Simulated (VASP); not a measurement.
# Ni (Fm-3m) in VASP: further runs

Ni is run at these levels: PBE; tasks: single point.

Program: VASP 6.6.1. These are calculated values, not measurements. Logs are shortened: lines on timing, memory, paths and dates and some standing lists are left out, and cuts for length are marked.

### 1 The cell of the first run

Symmetry: Fm-3m, No. 225, cubic system. Conventional cell: a = 3.528 Å, b = 3.528 Å, c = 3.528 Å, α = 90.00°, β = 90.00°, γ = 90.00°. Ni (site symmetry m-3m) has 12 Ni at 2.49 Å within 3.3 Å.

### 2 Single point, PBE, collinear spin, ferromagnetic start

Input file INCAR:

```
SYSTEM = Ni
ALGO     = Normal         ! electronic algorithm
EDIFF    = 1E-6           ! SCF threshold, eV
ENCUT    = 600            ! plane-wave cutoff, eV
GGA      = PE             ! functional
GGA_COMPAT= .FALSE.      
ISIF     = 2              ! what is computed and relaxed
ISMEAR   = -1             ! smearing method
ISPIN    = 2              ! spin polarisation
LASPH    = .TRUE.         ! aspherical terms in the spheres
LCHARG   = .FALSE.        ! write CHGCAR
LMAXMIX  = 4              ! l up to which the mixer works
LORBIT   = 11             ! projections on sites
LREAL    = .FALSE.        ! projectors in reciprocal space
LWAVE    = .FALSE.        ! write WAVECAR
MAGMOM   = 2              ! initial moments
NBANDS   = 15             ! bands
NELM     = 200            ! most SCF steps
PREC     = Accurate       ! precision mode
SIGMA    = 0.1            ! smearing width, eV
```

Input file KPOINTS:

```
k-points
0
G
  14 14 14
  0 0 0
```

Input file POSCAR:

```
Ni
1.0
    0.0000000000      1.7638000000      1.7638000000
    1.7638000000      0.0000000000      1.7638000000
    1.7638000000      1.7638000000      0.0000000000
Ni
1
Direct
    0.0000000000      0.0000000000      0.0000000000
```

Potentials or basis: VASP PAW PBE potentials, release 64 (Ni).

Run with:

```console
> cat potpaw_PBE.64/Ni/POTCAR > POTCAR
> mpirun -np 1 vasp_std > vasp.out
```

OUTCAR:

```text
SYSTEM = Ni
   EDIFF = 1E-6
   ENCUT = 600
   GGA = PE
   ISIF = 2
   ISMEAR = -1
   ISPIN = 2
   LASPH = .TRUE.
   LORBIT = 11
   LREAL = .FALSE.
   NELM = 200
   PREC = Accurate

 ion  position               nearest neighbor table
   1  0.000  0.000  0.000-

  LATTYP: Found a face centered cubic cell.
 ALAT       =     3.5276000000

  Lattice vectors:

 A1 = (   0.0000000000,   1.7638000000,   1.7638000000)
 A2 = (   1.7638000000,   0.0000000000,   1.7638000000)
 A3 = (   1.7638000000,   1.7638000000,   0.0000000000)

Analysis of symmetry for initial positions (statically):
=====================================================================
 Subroutine PRICEL returns:
 Original cell was already a primitive cell.

 Routine SETGRP: Setting up the symmetry group for a
 face centered cubic supercell.

 Subroutine GETGRP returns: Found 48 space group operations
 (whereof 48 operations were pure point group operations)
 out of a pool of 48 trial point group operations.

The static configuration has the point symmetry O_h .

Analysis of symmetry for dynamics (positions and initial velocities):
=====================================================================
 Subroutine PRICEL returns:
 Original cell was already a primitive cell.

 Routine SETGRP: Setting up the symmetry group for a
 face centered cubic supercell.

 Subroutine GETGRP returns: Found 48 space group operations
 (whereof 48 operations were pure point group operations)
 out of a pool of 48 trial point group operations.

The dynamic configuration has the point symmetry O_h .

Analysis of structural, dynamic, and magnetic symmetry:
=====================================================================
 Subroutine PRICEL returns:
 Original cell was already a primitive cell.

 Routine SETGRP: Setting up the symmetry group for a
 face centered cubic supercell.

 Subroutine GETGRP returns: Found 48 space group operations
 (whereof 48 operations were pure point group operations)
 out of a pool of 48 trial point group operations.

The overall configuration has the point symmetry O_h .

 Subroutine INISYM returns: Found 48 space group operations
 (whereof 48 operations are pure point group operations),
 and found     1 'primitive' translations

----------------------------------------------------------------------------------------

                                     Primitive cell

  volume of cell :      10.9743

  direct lattice vectors                    reciprocal lattice vectors
     0.000000000  1.763800000  1.763800000    -0.283478852  0.283478852  0.283478852
     1.763800000  0.000000000  1.763800000     0.283478852 -0.283478852  0.283478852
     1.763800000  1.763800000  0.000000000     0.283478852  0.283478852 -0.283478852

  length of vectors
     2.494389881  2.494389881  2.494389881     0.490999775  0.490999775  0.490999775

  position of ions in fractional coordinates (direct lattice)
     0.000000000  0.000000000  0.000000000

  ion indices of the primitive-cell ions
   primitive index   ion index
                 1           1

----------------------------------------------------------------------------------------

 KPOINTS: k-points

Automatic generation of k-mesh.
 Grid dimensions read from file:
 generate k-points for:   14   14   14

 Generating k-lattice:

  Cartesian coordinates                     Fractional coordinates (reciprocal lattice)
    -0.020248489  0.020248489  0.020248489     0.071428571  0.000000000  0.000000000
     0.020248489 -0.020248489  0.020248489     0.000000000  0.071428571  0.000000000
     0.020248489  0.020248489 -0.020248489     0.000000000  0.000000000  0.071428571

  Length of vectors
     0.035071413  0.035071413  0.035071413

  Shift w.r.t. Gamma in fractional coordinates (k-lattice)
     0.000000000  0.000000000  0.000000000

 Subroutine IBZKPT returns following result:
 ===========================================

 Found    104 irreducible k-points:

 Following reciprocal coordinates:
            Coordinates               Weight
  0.000000  0.000000  0.000000      1.000000
  0.071429  0.000000  0.000000      8.000000
  0.142857  0.000000  0.000000      8.000000
  0.214286  0.000000  0.000000      8.000000
  0.285714  0.000000  0.000000      8.000000
  0.357143  0.000000  0.000000      8.000000
[... 16 lines left out ...]
  0.214286  0.142857  0.000000     24.000000
  0.285714  0.142857  0.000000     24.000000
 [... further k-points ...]
   k-points           NKPTS =    104   k-points in BZ     NKDIM =    104   number of bands    NBANDS=     15
   number of dos      NEDOS =    301   number of ions     NIONS =      1
   total plane-waves  NPLWV =   8000
   dimension x,y,z NGX =    20 NGY =   20 NGZ =   20
   dimension x,y,z NGXF=    40 NGYF=   40 NGZF=   40
   ions per type =               1
   NGX,Y,Z   is equivalent  to a cutoff of  13.33, 13.33, 13.33 a.u.
   NGXF,Y,Z  is equivalent  to a cutoff of  26.66, 26.66, 26.66 a.u.
 SYSTEM =  Ni
   PREC   = accura    normal or accurate (medium, high low for compatibility)
   ISTART =      0    job   : 0-new  1-cont  2-samecut
   ICHARG =      2    charge: 1-file 2-atom 10-const
   ISPIN  =      2    spin polarized calculation?
   LNONCOLLINEAR =      F non collinear calculations
   LSORBIT =      F    spin-orbit coupling
   LASPH  =      T    aspherical Exc in radial PAW
   ENCUT  =  600.0 eV  44.10 Ry    6.64 a.u.   4.98  4.98  4.98*2*pi/ulx,y,z
   NELM   =    200;   NELMIN=  2; NELMDL= -5     # of ELM steps
   EDIFF  = 0.1E-05   stopping-criterion for ELM
   LREAL  =      F    real-space projection
   EDIFFG = 0.1E-04   stopping-criterion for IOM
   NSW    =      0    number of steps for IOM
   IBRION =     -1    ionic relax: 0-MD 1-quasi-New 2-CG
   NFREE  =      0    steps in history (QN), initial steepest desc. (CG)
   ISIF   =      2    stress and relaxation
   ISYM   =      2    0-nonsym 1-usesym 2-fastsym
   POTIM  = 0.5000    time-step for ionic-motion
   TEBEG  =    0.0;   TEEND  =   0.0 temperature during run
   PSTRESS=    0.0 pullay stress
   NELECT =      10.0000    total number of electrons
   NUPDOWN=      -1.0000    fix difference up-down
   EMIN   =  10.00;   EMAX   =-10.00  energy-range for DOS
   EFERMI =   0.00;   METHOD = LEGACY
   ISMEAR =    -1;   SIGMA  =   0.10  broadening in eV -4-tet -1-fermi 0-gaus
   EFERMI_NEDOS =   21; number of points for ismear=-14 and -15
   IALGO  =     38    algorithm
   IMIX   =      4    mixing-type and parameters
     AMIX     =   0.40;   BMIX     =  1.00
     AMIX_MAG =   1.60;   BMIX_MAG =  1.00
  volume/ion in A,a.u.               =      10.97        74.06
  Fermi-wavevector in a.u.,A,eV,Ry     =   1.587141  2.999261 34.273298  2.519016
  Thomas-Fermi vector in A             =   2.686344
   LORBIT       =     11    0 simple, 1 ext, 2 COOP (PROOUT), +10 PAW based schemes
   GGA     = PE    functional components
   LHFCALC =     F    Hartree Fock is set to
   AEXX    =    0.0000 exact exchange contribution
   IVDW    =     0    specifies the selected vdW correction
   LEPSILON=     F    determine dielectric tensor
   LRPA    =     F    only Hartree local field effects (RPA)
 spin polarized calculation
  energy-cutoff  :      600.00
  volume of cell :       10.97
 maximum number of plane-waves:       378
   NGX =  9   NGY =  9   NGZ =  9

 number of electron      10.0000010 magnetization       0.5995563

 Free energy of the ion-electron system (eV)
  ---------------------------------------------------
  ext. energy  EPLUGINS =         0.00000000
  ---------------------------------------------------
  free energy    TOTEN  =        -5.49663393 eV

  energy without entropy =       -5.43969361  energy(sigma->0) =       -5.46816377

 E-fermi :   9.2388     XC(G=0): -13.2043

 val. band max:        9.2378666601   @ k =  -0.3571   0.2143   0.0714
 cond. band min:       9.2441652456   @ k =   0.3571   0.2143   0.0000
 fundamental gap:      0.0062985854
 Fermi energy:         9.2387804885

 spin component 1

 k-point     1 :       0.0000    0.0000    0.0000
  band No.  band energies     occupation
      1       0.3052      1.00000
      2       6.8675      1.00000
      3       6.8675      1.00000
      4       6.8675      1.00000
      5       8.0135      1.00000
      6       8.0135      1.00000
      7      32.9056      0.00000
      8      36.6964      0.00000
      9      36.6964      0.00000
     10      36.6964      0.00000
     11      39.6143      0.00000
     12      39.6143      0.00000
     13      39.6143      0.00000
     14      42.5917      0.00000
     15      48.8008      0.00000
[... 397 lines left out ...]
 k-point    24 :       0.2857    0.1429    0.0000
  band No.  band energies     occupation
      1       2.9400      1.00000
      2       6.2180      1.00000
      3       7.1029      1.00000
      4       7.3584      1.00000
      5       7.9777      1.00000
      6       8.3408      0.99987
      7      24.6877      0.00000
      8      30.1691      0.00000
      9      30.9348      0.00000
     10      33.5575      0.00000
     11      38.5448      0.00000
     12      42.6141      0.00000
     13      44.5680      0.00000
     14      46.6876      0.00000
     15      51.0982      0.00000

 [... further k-points ...]

 spin component 2

 k-point     1 :       0.0000    0.0000    0.0000
  band No.  band energies     occupation
      1       0.2681      1.00000
      2       7.5800      1.00000
      3       7.5800      1.00000
      4       7.5800      1.00000
      5       8.5894      0.99849
      6       8.5894      0.99849
      7      32.7420      0.00000
      8      36.6800      0.00000
      9      36.6801      0.00000
     10      36.6801      0.00000
     11      39.7047      0.00000
     12      39.7047      0.00000
     13      39.7047      0.00000
     14      42.4652      0.00000
     15      48.9807      0.00000
[... 397 lines left out ...]
 k-point    24 :       0.2857    0.1429    0.0000
  band No.  band energies     occupation
      1       2.9321      1.00000
      2       6.8544      1.00000
      3       7.7039      1.00000
      4       8.0454      0.99999
      5       8.6265      0.99781
      6       8.9734      0.93425
      7      24.7980      0.00000
      8      30.2461      0.00000
      9      30.8943      0.00000
     10      33.6166      0.00000
     11      38.6570      0.00000
     12      42.5742      0.00000
     13      44.5387      0.00000
     14      46.6916      0.00000
     15      51.1875      0.00000

 [... further k-points ...]
[... 5 lines left out ...]
  --------------------------------------------------------------------------------------
  -------------------------------------------------------------------------------------
  Total       -0.0837156     -0.0837156     -0.0837156     -0.0000000      0.0000000     -0.0000000
  in kB      -12.2219042    -12.2219042    -12.2219042     -0.0000000      0.0000000     -0.0000000
  external PRESSURE =     -12.2219042 kB  Pullay stress =       0.0000000 kB

 VOLUME and BASIS-vectors are now :
 -----------------------------------------------------------------------------
  energy-cutoff  :      600.00
  volume of cell :       10.97
      direct lattice vectors                 reciprocal lattice vectors
     0.000000000  1.763800000  1.763800000    -0.283478852  0.283478852  0.283478852
     1.763800000  0.000000000  1.763800000     0.283478852 -0.283478852  0.283478852
     1.763800000  1.763800000  0.000000000     0.283478852  0.283478852 -0.283478852

 POSITION                                       TOTAL-FORCE (eV/Angst)
 -----------------------------------------------------------------------------------
      0.00000      0.00000      0.00000         0.000000      0.000000      0.000000
 -----------------------------------------------------------------------------------
    total drift:                                0.000000      0.000000      0.000000

  FREE ENERGIE OF THE ION-ELECTRON SYSTEM (eV)
  ---------------------------------------------------
  free  energy   TOTEN  =        -5.4966339332 eV

  energy  without entropy=       -5.4396936098  energy(sigma->0) =       -5.46816377

 total charge

# of ion       s       p       d       tot
------------------------------------------
    1        0.493   0.490   8.311   9.295

 magnetization (x)

# of ion       s       p       d       tot
------------------------------------------
    1       -0.007  -0.025   0.643   0.611
```

Wall time 16 s (1 thread of Intel Xeon 6975P-C (Granite Rapids), shared host); peak memory 0.15 GiB.

What came out:

| Item | Value |
| --- | --- |
| Free energy | -5.4966 eV |
| Pressure | -1.2 GPa |
| Net moment | 0.60 μB per cell |
| Site moments | Ni +0.61 μB |
| Valence electrons inside the program's atomic spheres | Ni 9.29 |

### 3 Single point, PBE, collinear spin, ferromagnetic start

Input file INCAR:

```
PREC = Accurate
ENCUT = 600
EDIFF = 1E-6
ISMEAR = -1
SIGMA = 5E-4
LREAL = F
LASPH = T
NELM = 200
ALGO = Normal
ISIF = 2
LWAVE = F
LCHARG = F
ISPIN = 2
MAGMOM = 2
LORBIT = 11
LMAXMIX = 4
GGA = PE
NBANDS = 15
GGA_COMPAT = F
```

Input file KPOINTS:

```
regular mesh
0
Gamma
  14 14 14
```

POSCAR is that of step 2.

Potentials or basis: VASP PAW PBE potentials, release 64 (Ni).

Run with:

```console
> cat potpaw_PBE.64/Ni/POTCAR > POTCAR
> mpirun -np 1 vasp_std > vasp.out
```

Run time: 20 s. Hardware: 1 thread of Intel Xeon 6975P-C (Granite Rapids), shared host; peak memory 0.15 GiB.

It converged, with:

```
Free energy                                           : -5.4659 eV
Pressure                                              : -2.0 GPa
Net moment                                            : 0.59 μB per cell
Site moments                                          : Ni +0.60 μB
Valence electrons inside the program's atomic spheres : Ni 9.29
```

Levels at points of the mesh, in eV from the Fermi level:
Spin up:
```csv
k point,band 1,band 2,band 3,band 4,band 5,band 6,band 7,band 8,band 9,band 10
"(0.00, 0.00, 0.00)",-8.95,-2.39,-2.39,-2.39,-1.23,-1.23,23.65,27.45,27.45,27.45
"(0.50, 0.00, 0.00)",-4.77,-2.37,-2.37,-0.59,-0.59,-0.27,5.61,22.15,24.53,24.53
"(0.50, 0.50, 0.00)",-4.58,-4.13,-0.53,-0.46,-0.46,2.45,9.15,14.75,14.75,19.63
```
Spin down:
| k point | band 3 | band 4 | band 5 | band 6 | band 7 | band 8 |
| --- | --- | --- | --- | --- | --- | --- |
| (0.00, 0.00, 0.00) | -1.68 | -1.68 | -0.68 | -0.68 | 23.48 | 27.42 |
| (0.50, 0.00, 0.00) | -1.79 | -0.35 | 0.13 | 0.13 | 6.01 | 21.99 |
| (0.50, 0.50, 0.00) | 0.04 | 0.36 | 0.36 | 2.39 | 9.37 | 14.74 |

### 4 Single point, PBE, collinear spin, ferromagnetic start

Input file INCAR:

```
SYSTEM = Ni
  ALGO = Normal
  EDIFF = 1E-6
  ENCUT = 600
  GGA = PE
  GGA_COMPAT = .FALSE.
  ISIF = 2
  ISMEAR = -1
  ISPIN = 2
  LASPH = .TRUE.
  LCHARG = .FALSE.
  LMAXMIX = 4
  LORBIT = 11
  LREAL = .FALSE.
  LWAVE = .FALSE.
  MAGMOM = 2
  NBANDS = 15
  NELM = 200
  PREC = Accurate
  SIGMA = 5E-4
```

Input file KPOINTS:

```
k-points
0
G
  14 14 14
  0 0 0
```

POSCAR is that of step 3.

Run with:

```console
> cat potpaw_PBE.64/Ni/POTCAR > POTCAR
> mpirun -np 1 vasp_std > vasp.out
```

Run time: 19 s. Hardware: 1 thread of Intel Xeon 6975P-C (Granite Rapids), shared host; peak memory 0.15 GiB.

It converged, with:

```
Free energy                                           : -5.4659 eV
Pressure                                              : -2.0 GPa
Net moment                                            : 0.59 μB per cell
Site moments                                          : Ni +0.60 μB
Valence electrons inside the program's atomic spheres : Ni 9.29
```

Levels at points of the mesh, in eV from the Fermi level:
Spin up:
```
           k point  band 1  band 2  band 3  band 4  band 5  band 6  band 7  band 8  band 9  band 10
(0.00, 0.00, 0.00)   -8.95   -2.39   -2.39   -2.39   -1.23   -1.23   23.65   27.45   27.45    27.45
(0.50, 0.00, 0.00)   -4.77   -2.37   -2.37   -0.59   -0.59   -0.27    5.61   22.15   24.53    24.53
(0.50, 0.50, 0.00)   -4.58   -4.13   -0.53   -0.46   -0.46    2.45    9.15   14.75   14.75    19.63
```
Spin down:
```tsv
k point	band 1	band 2	band 3	band 4	band 5	band 6	band 7	band 8	band 9	band 10
(0.00, 0.00, 0.00)	-8.99	-1.68	-1.68	-1.68	-0.68	-0.68	23.48	27.42	27.42	27.42
(0.50, 0.00, 0.00)	-4.37	-1.79	-1.79	-0.35	0.13	0.13	6.01	21.99	24.60	24.60
(0.50, 0.50, 0.00)	-4.27	-3.55	0.04	0.36	0.36	2.39	9.37	14.74	14.74	19.77
```

### 5 Single point, PBE, collinear spin, ferromagnetic start

Input file INCAR:

```
SYSTEM = Ni
ALGO = Normal
EDIFF = 1E-6
ENCUT = 600
GGA = PE
GGA_COMPAT = .FALSE.
ISIF = 2
ISMEAR = -1
ISPIN = 2
LASPH = .TRUE.
LCHARG = .TRUE.
LELF = .TRUE.
LMAXMIX = 4
LORBIT = 11
LREAL = .FALSE.
LVHAR = .TRUE.
LWAVE = .FALSE.
MAGMOM = 2
NBANDS = 15
NELM = 200
PREC = Accurate
SIGMA = 0.003
```

KPOINTS is that of step 4.

POSCAR is that of step 4.

Run with:

```console
> cat potpaw_PBE.64/Ni/POTCAR > POTCAR
> mpirun -np 1 vasp_std > vasp.out
```

It took 22 s on 1 thread of Intel Xeon 6975P-C (Granite Rapids), shared host; peak memory 0.15 GiB.

It converged, with:

| Quantity | Value |
| --- | --- |
| Free energy | -5.4660 eV |
| Pressure | -2.0 GPa |
| Net moment | 0.58 μB per cell |
| Site moments | Ni +0.60 μB |
| Valence electrons inside the program's atomic spheres | Ni 9.29 |

Levels at points of the mesh, in eV from the Fermi level:
Spin up:
| k point | band 1 | band 2 | band 3 | band 4 | band 5 | band 6 | band 7 | band 8 | band 9 | band 10 |
| --- | --- | --- | --- | --- | --- | --- | --- | --- | --- | --- |
| (0.00, 0.00, 0.00) | -8.95 | -2.40 | -2.40 | -2.40 | -1.23 | -1.23 | 23.65 | 27.44 | 27.44 | 27.44 |
| (0.50, 0.00, 0.00) | -4.78 | -2.38 | -2.38 | -0.59 | -0.59 | -0.28 | 5.61 | 22.14 | 24.53 | 24.53 |
| (0.50, 0.50, 0.00) | -4.59 | -4.14 | -0.53 | -0.46 | -0.46 | 2.44 | 9.15 | 14.75 | 14.75 | 19.62 |
Spin down:
```csv
k point,band 3,band 4,band 5,band 6,band 7,band 8
"(0.00, 0.00, 0.00)",-1.68,-1.68,-0.69,-0.69,23.48,27.41
"(0.50, 0.00, 0.00)",-1.80,-0.35,0.13,0.13,6.00,21.99
"(0.50, 0.50, 0.00)",0.04,0.36,0.36,2.39,9.37,14.74
```

### 6 Overview

| smearing | gap on the mesh (eV) | pressure (GPa) | moment (μB) |
| --- | --- | --- | --- |
| fermi-dirac 0.1 eV | none | -1.2 | 0.60 |
| fermi-dirac 0.0005 eV | none | -2.0 | 0.59 |
| fermi-dirac 0.003 eV | none | -2.0 | 0.58 |

Alike in all rows: task single point; level PBE; potentials or basis VASP PAW PBE potentials, release 64 (Ni); spin collinear, ferromagnetic start; cell as given; k mesh 14 × 14 × 14; cutoff (eV) 600.

Every run on the cell as given and a fine mesh finds a metal.

Total energies depend on the potentials used, so only differences within one code and one set of settings carry meaning.
